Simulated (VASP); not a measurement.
Write the native input for VASP 6.6.1 that does the following.

* Task: relaxation of cell and atoms
* Functional: PBE
* Potentials or basis: VASP PAW PBE potentials, release 64 (Li_sv, Pd, C)
* Cutoff: 600 eV
* k mesh: 10 × 10 × 10
* Occupations: gaussian, width 0.1 eV
* Spin: no spin polarisation
* Dipole correction: no
* Further INCAR settings: ALGO = Normal; EDIFF = 1e-06; IBRION = 2; EDIFFG = -0.01; NSW = 100; ISIF = 3

The structure of LiPdC4 lies in POSCAR:

```
LiPdC4
1.0
    4.0200912670      0.0000000000      0.0000000000
    0.0000000000      4.0200912670      0.0000000000
    0.0000000000      0.0000000000      3.8204670806
Li Pd C
1 1 4
Direct
    0.0000000000      0.0000000000      0.0000000000
    0.5000000000      0.5000000000      0.5000000000
    0.5000000000      0.0000000000      0.1694512483
    0.0000000000      0.5000000000      0.8305487517
    0.5000000000      0.0000000000      0.8305487517
    0.0000000000      0.5000000000      0.1694512483
```

The input as run:

INCAR

```
  PREC = Accurate
  ENCUT = 600
  EDIFF = 1E-6
  ISMEAR = 0
  SIGMA = 0.1
  LREAL = False
  LASPH = True
  NELM = 100
  ALGO = Normal
  ISIF = 3
  LWAVE = False
  LCHARG = False
  GGA = PE
  IBRION = 2
  NSW = 100
  EDIFFG = -0.01
```

KPOINTS

```
regular mesh
0
Gamma
  10 10 10
```

Potentials or basis: VASP PAW PBE potentials, release 64 (Li_sv, Pd, C).

Command:

```bash
$ cat potpaw_PBE.64/Li_sv/POTCAR potpaw_PBE.64/Pd/POTCAR potpaw_PBE.64/C/POTCAR > POTCAR
$ mpirun -np 1 vasp_std > vasp.out
```

Results of the run:

```
Relaxed volume                         : 10.09 Å³/atom
Relaxed cell                           : a = 4.029 Å, b = 4.029 Å, c = 3.730 Å, α = 90.00°, β = 90.00°, γ = 90.00°
Space group after relaxing (to 0.05 Å) : P4/mmm (No. 123)
Energy gained by relaxing              : 3.8 meV/atom
Ionic steps                            : 10
Pressure after relaxing                : 0.0 GPa
Largest force after relaxing           : 0.008 eV/Å
```

Caveat: the cutoff is under 1.25 times the usual one of these potentials, so pressure, stress and relaxed cells hold a basis-set (Pulay) error.

It took 9.7 min on 1 thread of AMD EPYC 9R45 (Zen 5) (shared host), peak memory 0.31 GiB.
